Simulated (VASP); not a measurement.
# TiAl (Pm-3m) in VASP: a series of runs, part 2 of 2

VASP 6.6.1. The steps go on from the part before.

## (4) Single point, r2SCAN0+D4

POSCAR

```
TiAl
1.0
    3.1790640000      0.0000000000      0.0000000000
    0.0000000000      3.1790640000      0.0000000000
    0.0000000000      0.0000000000      3.1790640000
Ti Al
1 1
Direct
    0.0000000000      0.0000000000      0.0000000000
    0.5000000000      0.5000000000      0.5000000000
```

INCAR.step1

```
SYSTEM = TiAl
PREC = Accurate
ENCUT = 440
EDIFF = 1E-5
ISMEAR = 0
SIGMA = 0.02
LREAL = .False.
LASPH = .True.
NELM = 120
ALGO = Normal
ISIF = 2
LWAVE = .True.
LCHARG = .False.
NBANDS = 14
GGA = PE
GGA_COMPAT = .False.
```

INCAR.step2

```
SYSTEM = TiAl
PREC = Accurate
ENCUT = 440
EDIFF = 1E-6
ISMEAR = 0
SIGMA = 0.02
LREAL = .False.
LASPH = .True.
NELM = 120
ALGO = Normal
ISIF = 2
LWAVE = .False.
LCHARG = .False.
METAGGA = R2SCAN
LHFCALC = .True.
AEXX = 0.25
LMIXTAU = .True.
PRECFOCK = Normal
IVDW = 13
VDW_S6 = 1.0
VDW_S8 = 0.8992
VDW_A1 = 0.4778
VDW_A2 = 5.8779
NBANDS = 14
ISTART = 1
GGA_COMPAT = .False.
```

KPOINTS

```
regular mesh
0
Gamma
  6 6 6
  0 0 0
```

Potentials or basis: VASP PAW PBE potentials, release 64 (Ti_sv, Al).

Started as:

```
$ cat potpaw_PBE.64/Ti_sv/POTCAR potpaw_PBE.64/Al/POTCAR > POTCAR
$ cp INCAR.step1 INCAR
$ mpirun -np 1 vasp_std > vasp.out
$ cp INCAR.step2 INCAR
$ mpirun -np 1 vasp_std > vasp.out
```

OUTCAR:

```text
SYSTEM = TiAl
   PREC = Accurate
   ENCUT = 440
   EDIFF = 1E-6
   ISMEAR = 0
   LREAL = .False.
   LASPH = .True.
   NELM = 120
   ISIF = 2
   METAGGA = R2SCAN
   LHFCALC = .True.
   AEXX = 0.25
   PRECFOCK = Normal
   IVDW = 13
   ISTART = 1

 ion  position               nearest neighbor table
   1  0.000  0.000  0.000-   2 2.75   2 2.75   2 2.75   2 2.75   2 2.75   2 2.75   2 2.75   2 2.75

   2  0.500  0.500  0.500-   1 2.75   1 2.75   1 2.75   1 2.75   1 2.75   1 2.75   1 2.75   1 2.75

  LATTYP: Found a simple cubic cell.
 ALAT       =     3.1790640000

[... 532 lines left out ...]

  DFT-D4 for vdW energy calculation

  Edisp (eV):   -0.25040

  FORCE on cell =-STRESS in cart. coord.  units (eV):
  Direction    XX          YY          ZZ          XY          YZ          ZX
  --------------------------------------------------------------------------------------
  -------------------------------------------------------------------------------------
  Total      -0.90914    -0.90914    -0.90914     0.00000     0.00000     0.00000
  in kB     -45.33621   -45.33621   -45.33621     0.00000     0.00000     0.00000
  external pressure =      -45.34 kB  Pullay stress =        0.00 kB

 VOLUME and BASIS-vectors are now :
 -----------------------------------------------------------------------------
  energy-cutoff  :      440.00
  volume of cell :       32.13
      direct lattice vectors                 reciprocal lattice vectors
     3.179064000  0.000000000  0.000000000     0.314557996  0.000000000  0.000000000
     0.000000000  3.179064000  0.000000000     0.000000000  0.314557996  0.000000000
     0.000000000  0.000000000  3.179064000     0.000000000  0.000000000  0.314557996

 POSITION                                       TOTAL-FORCE (eV/Angst)
 -----------------------------------------------------------------------------------
      0.00000      0.00000      0.00000         0.000000      0.000000      0.000000
      1.58953      1.58953      1.58953         0.000000      0.000000      0.000000
 -----------------------------------------------------------------------------------
    total drift:                                0.000001      0.000000      0.000000

  FREE ENERGIE OF THE ION-ELECTRON SYSTEM (eV)
  ---------------------------------------------------
  free  energy   TOTEN  =       -22.0739444652 eV

  energy  without entropy=      -22.0732975299  energy(sigma->0) =      -22.07362100
```

OSZICAR.step1:

```text
N       E                     dE             d eps       ncg     rms          rms(c)
DAV:   1     0.903791033773E+02    0.90379E+02   -0.64815E+03   560   0.942E+02
DAV:   2    -0.863826222317E+01   -0.99017E+02   -0.95353E+02   584   0.277E+02
DAV:   3    -0.136190611207E+02   -0.49808E+01   -0.48646E+01   864   0.603E+01
DAV:   4    -0.137501363988E+02   -0.13108E+00   -0.13074E+00   624   0.880E+00
DAV:   5    -0.137549919335E+02   -0.48555E-02   -0.48524E-02   856   0.159E+00    0.980E+00
DAV:   6    -0.121807914777E+02    0.15742E+01   -0.49939E+00   628   0.304E+01    0.284E+00
DAV:   7    -0.121164234016E+02    0.64368E-01   -0.39938E-01   602   0.844E+00    0.172E+00
DAV:   8    -0.121096158119E+02    0.68076E-02   -0.48932E-02   740   0.219E+00    0.513E-01
DAV:   9    -0.121075495401E+02    0.20663E-02   -0.74264E-03   658   0.113E+00    0.161E-01
DAV:  10    -0.121076692694E+02   -0.11973E-03   -0.25276E-04   638   0.161E-01    0.461E-02
DAV:  11    -0.121076674250E+02    0.18445E-05   -0.65342E-05   748   0.817E-02
   1 F= -.12107667E+02 E0= -.12107342E+02  d E =-.651012E-03
```

Wall time 20 min (1 thread of AMD EPYC 9R45 (Zen 5), shared host); peak memory 0.13 GiB.

Results:

- Free energy: -22.0739 eV
- Pressure: -4.5 GPa
- Band gap on the k mesh: zero (an odd number of electrons rules out a gap without spin polarisation)
- Dispersion energy per atom: -0.125 eV

Levels at points of the mesh, in eV from the Fermi level:
```
           k point  band 3  band 4  band 5  band 6  band 7  band 8  band 9  band 10  band 11  band 12
(0.00, 0.00, 0.00)  -38.09  -38.09  -12.01   -3.04   -3.04    2.85    2.85     2.85     4.86     4.86
(0.50, 0.00, 0.00)  -38.07  -38.07   -8.23   -7.35   -1.96    0.62    0.62     3.10     3.49     6.96
(0.50, 0.50, 0.00)  -38.28  -38.05   -6.77   -3.74   -3.74   -3.00    1.45     1.45     3.18     5.36
(0.50, 0.50, 0.50)  -38.25  -38.25   -4.51   -4.51   -4.51    0.87    2.97     2.97     2.97     3.24
```

Caveat: the cell stands under tension; the PAW data sets were made with another functional, which shifts forces and pressure a little.

## (5) The runs side by side

```tsv
level	potentials or basis	k mesh	cutoff (eV)	smearing	grid for exact exchange (PRECFOCK)	share of exact exchange	gap on the mesh (eV)	pressure (GPa)
LDA	VASP PAW LDA potentials, release 64 (Ti_sv, Al)	8 × 8 × 8	500	gaussian 0.15 eV	-	-	none	-5.7
r2SCANh+D4	VASP PAW PBE potentials, release 64 (Ti_sv, Al)	6 × 6 × 6	440	methfessel-paxton 0.05 eV	Normal	0.1	none	-3.1
r2SCAN0+D4	VASP PAW PBE potentials, release 64 (Ti_sv, Al)	6 × 6 × 6	440	gaussian 0.02 eV	Normal	0.25	none	-4.5
```

Alike in all rows: task single point; no spin polarisation; cell as given.

Caveats: the cell stands under tension; the PAW data sets were made with another functional, which shifts forces and pressure a little (at least some runs).

Total energies depend on the potentials used, so only differences within one code and one set of settings carry meaning.
